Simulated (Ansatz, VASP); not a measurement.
Two plane-wave programs on TaN

INCAR

```
PREC = Accurate
ENCUT = 520
EDIFF = 1E-7
ISMEAR = 0
SIGMA = 0.15
LREAL = False
LASPH = True
NELM = 60
ALGO = Normal
ISIF = 2
LWAVE = False
LCHARG = False
GGA = PE
NBANDS = 15
```

Contents of KPOINTS:

```
Automatic mesh
0
Gamma
  18 18 18
```

POSCAR

```
TaN
1.0
    0.0000000000      2.1308283279      2.3626801149
    2.1308283279      0.0000000000      2.3626801149
    2.1308283279      2.1308283279      0.0000000000
Ta N
1 1
Direct
    0.4952498232      0.5047501768      0.5047501768
    0.0613646338     -0.0613646338     -0.0613646338
```

Input for Ansatz:

```yaml
crystal:
  lattice:
    - [0.0, 2.1308283279, 2.3626801149]
    - [2.1308283279, 0.0, 2.3626801149]
    - [2.1308283279, 2.1308283279, 0.0]
  atoms:
    - { symbol: Ta, position: [0.4952498232, 0.5047501768, 0.5047501768] }
    - { symbol: "N", position: [0.0613646338, -0.0613646338, -0.0613646338] }
basis:
  ecutwfc: 520.0
kpoints:
  mp_grid: { grid: [18, 18, 18] }
hamiltonian:
  xc: pbe
  pseudopotentials: { kind: paw, azcp: { folder: soft_1 } }
scf:
  occupations: { method: gaussian, width: 0.15 }
output:
  forces: true
  stress: true
  eigenvalues: true
  write_density: true
  write_potential: true
  elf: true
  volumetric_format: npy
```

Change from the starting cell: mode 4 frozen in at -0.271 Å, strain +e along z and -e/2 along x and y +0.0700.

Alike in both runs: task single point; functional PBE; k mesh 18 × 18 × 18; occupations gaussian, width 0.15 eV; no spin polarisation.

|  | VASP | Ansatz |
| --- | --- | --- |
| version | VASP 6.6.1 | Ansatz 0.2.0 |
| potentials or method | VASP PAW PBE potentials, release 64 (Ta_pv, N), cutoff 520 eV | scalar-relativistic, plane waves, PAW |
| valence electrons in the cell | 16 | 18 |

```csv
,VASP,Ansatz,Ansatz less VASP
gap on the k mesh at the Fermi level (eV),none,none,-
pressure (GPa),29.1,27.7,-1.42
"traceless stress, the component that is largest in VASP (GPa)",45.97,44.88,-1.098
rms of the force components (eV/Å),3.001,2.938,-0.0629
```

Atom by atom the forces differ by 0.063 eV/Å (rms over components). A gap of «none» marks a metal or a gap that the smearing closes. VASP's potentials hold 16 valence electrons a cell and Ansatz's 18, so a difference there can come from the potentials and not from the codes.

Spin-orbit coupling is off throughout.
